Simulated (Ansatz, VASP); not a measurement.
# AlN in VASP and in Ansatz

File POSCAR:

```
AlN
1.0
    3.2309319515      0.0000000000      0.0000000000
   -1.6154659757      2.7980691479      0.0000000000
    0.0000000000      0.0000000000      5.1775410392
Al N
2 2
Direct
    0.3333333333      0.6666666667      0.0016929024
    0.6666666667      0.3333333333      0.5016929024
    0.3333333333      0.6666666667      0.3833070976
    0.6666666667      0.3333333333      0.8833070976
```

The input INCAR.step1:

```
ALGO = Normal
EDIFF = 1E-4
ENCUT = 520
GGA = PE
ISMEAR = 0
LASPH = True
LCHARG = False
LREAL = False
LWAVE = True
NBANDS = 16
NELM = 80
PREC = Accurate
SIGMA = 0.05
```

INCAR.step2

```
ALGO = Normal
EDIFF = 1E-7
ENCUT = 520
ISIF = 2
ISMEAR = 0
ISTART = 1
LASPH = True
LCHARG = False
LMIXTAU = True
LREAL = False
LWAVE = False
METAGGA = R2SCAN
NBANDS = 16
NELM = 80
PREC = Accurate
SIGMA = 0.05
```

KPOINTS

```
k-points
0
Gamma
  12 12 6
```

Input for Ansatz:

```yaml
crystal:
  lattice:
    - [3.2309319515, 0.0, 0.0]
    - [-1.6154659757, 2.7980691479, 0.0]
    - [0.0, 0.0, 5.1775410392]
  atoms:
    - { symbol: Al, position: [0.3333333333, 0.6666666667, 0.0016929024] }
    - { symbol: Al, position: [0.6666666667, 0.3333333333, 0.5016929024] }
    - { symbol: "N", position: [0.3333333333, 0.6666666667, 0.3833070976] }
    - { symbol: "N", position: [0.6666666667, 0.3333333333, 0.8833070976] }
basis:
  ecutwfc: 500
kpoints:
  mp_grid: { grid: [12, 12, 6] }
hamiltonian:
  xc: r2scan
scf:
  occupations: { method: gaussian, width: 0.05 }
output:
  forces: true
  stress: true
  eigenvalues: true
```

Change from the starting cell: strain +0.040 along x and y, +0.040 along z, atoms carried along.

Alike in both runs: task single point; functional r2SCAN; k mesh 12 × 12 × 6; occupations gaussian, width 0.05 eV; no spin polarisation.

```csv
,VASP,Ansatz
version,VASP 6.6.1,Ansatz 0.2.0
potentials or method,"VASP PAW PBE potentials, release 64 (Al, N), cutoff 520 eV","scalar-relativistic, plane waves, PAW"
valence electrons in the cell,16,16
```

Ansatz gave:

* gap on the k mesh at the Fermi level (eV): 3.83
* least direct gap on the mesh (eV): 3.83
* pressure (GPa): -19.8
* traceless stress, the component that is largest in VASP (GPa): 0.89
* rms of the force components (eV/Å): 0.024

**Question.** Estimate VASP's values.

**Answer.** gap on the k mesh at the Fermi level (eV): 3.86; least direct gap on the mesh (eV): 3.86; pressure (GPa): -20.1; traceless stress, the component that is largest in VASP (GPa): 0.91; rms of the force components (eV/Å): 0.023.

VASP's potentials were made for PBE, not for r2SCAN. Atom by atom the forces differ by 0.001 eV/Å (rms over components). With one functional, cell and mesh, what is left measures potentials, basis and numerics.
